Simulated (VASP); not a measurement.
NaI (wurtzite type):

```
Na I
1.0
     4.55586    0.00000    0.00000
    -2.27793    3.94549    0.00000
     0.00000    0.00000    7.42605
Na I
2 2
Direct
  0.33333 0.66667 0.00000
  0.66667 0.33333 0.50000
  0.33333 0.66667 0.37600
  0.66667 0.33333 0.87600
```

| Property | Result |
| --- | --- |
| Program | VASP 6.6.1 |
| Task | relaxation of cell and atoms |
| Functional | PBE |
| Potentials or basis | VASP PAW PBE potentials, release 64 (Na_pv, I) |
| Cutoff | 600 eV |
| k mesh | 10 × 10 × 6 |
| Occupations | fermi-dirac, width 0.08 eV |
| Spin | no spin polarisation |

At the start: pressure 7.1 GPa; volume 33.37 Å³/atom.

Task: How do energy, volume and symmetry change on relaxing?

Result: Over 23 steps the energy falls by 207.7 meV/atom and the volume is 45.77 Å³/atom (+37.1 %); space group P6_3mc (No. 186, to 0.1 Å) before and after.

The path:
```csv
step,energy change (eV),largest force (eV/Å),pressure (GPa),volume (Å³)
1,0.0000,0.0056,7.07,133.48
2,-0.7402,0.0171,1.59,164.01
3,-0.8188,0.0172,0.47,176.77
4,-0.8283,0.0170,0.05,182.91
5,-0.8284,0.0169,-0.03,184.01
6,-0.8285,0.0166,0.05,183.77
7,-0.8285,0.0169,0.01,183.72
8,-0.8286,0.0169,0.02,183.63
9,-0.8286,0.0170,0.05,183.45
10,-0.8287,0.0169,0.01,183.47
11,-0.8289,0.0176,0.00,183.54
12,-0.8293,0.0189,0.00,183.67
13,-0.8298,0.0217,-0.02,183.93
14,-0.8300,0.0276,-0.06,184.42
15,-0.8301,0.0251,-0.06,184.33
16,-0.8305,0.0194,-0.04,184.04
17,-0.8308,0.0089,-0.02,183.45
18,-0.8308,0.0073,-0.03,183.37
19,-0.8309,0.0064,0.00,183.18
20,-0.8309,0.0029,0.03,182.93
21,-0.8310,0.0009,-0.03,183.10
22,-0.8310,0.0010,0.02,183.04
23,-0.8310,0.0007,-0.01,183.06
```

Final structure:
```
Na I
1.0
     5.14720    0.00000    0.00000
    -2.57360    4.45761    0.00000
     0.00000    0.00000    7.97869
Na I
2 2
Cartesian
  0.0000 2.9717 7.9233
  2.5736 1.4859 3.9340
  0.0000 2.9717 3.0554
  2.5736 1.4859 7.0447
```

Caveat: the volume moved by over 15 % at a fixed basis, so the end points are rough.
